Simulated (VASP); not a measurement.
Set up this calculation in VASP 6.6.1, as the native input.

```
Task                   : single point
Functional             : LDA
Potentials or basis    : VASP PAW LDA potentials, release 64 (C)
Cutoff                 : 520 eV
k mesh                 : 8 × 8 × 8
Occupations            : gaussian, width 0.05 eV
Spin                   : no spin polarisation
Dipole correction      : no
Further INCAR settings : ALGO = Normal; EDIFF = 1e-07; NBANDS = 26
```

The structure of C lies in POSCAR:

```
C
1.0
   -2.4465542730      2.4465542730      2.3380863495
    2.4465542730     -2.4465542730      2.3380863495
    2.4465542730      2.4465542730     -2.3380863495
C
8
Direct
    0.3254710859      0.0000000000      0.0000000000
    0.6745289141      0.6745289141      0.6745289141
    0.0000000000      0.3254710859      0.0000000000
    0.0000000000      0.0000000000      0.3254710859
    0.0000000000      0.6745289141      0.0000000000
    0.3254710859      0.3254710859      0.3254710859
    0.6745289141      0.0000000000      0.0000000000
    0.0000000000      0.0000000000      0.6745289141
```

This cell differs from its parent crystal: strain +0.015 along x and y, -0.030 along z.

The input as run:

INCAR

```
PREC = Accurate
ENCUT = 520
EDIFF = 1E-7
ISMEAR = 0
SIGMA = 0.05
LREAL = False
LASPH = True
NELM = 60
ALGO = Normal
ISIF = 2
LWAVE = False
LCHARG = False
NBANDS = 26
```

KPOINTS

```
Automatic mesh
0
Gamma
  8 8 8
```

Potentials or basis: VASP PAW LDA potentials, release 64 (C).

The run is started by

```sh
$ cat potpaw_LDA.64/C/POTCAR > POTCAR
$ mpirun -np 1 vasp_std > vasp.out
```

It gave:

The pressure is 2.0 GPa, the largest force is 1.028 eV/Å and the band gap on the k mesh is 2.46 eV, indirect (least direct gap 3.40 eV).

Caveat: the cell differs from its parent crystal (strain +0.015 along x and y, -0.030 along z); forces of over 1 eV/Å act on the atoms, so gaps and moduli don't describe the material at rest.

Run time: 39 s on 1 thread of Intel Xeon 6975P-C (shared host), peak memory 0.18 GiB.
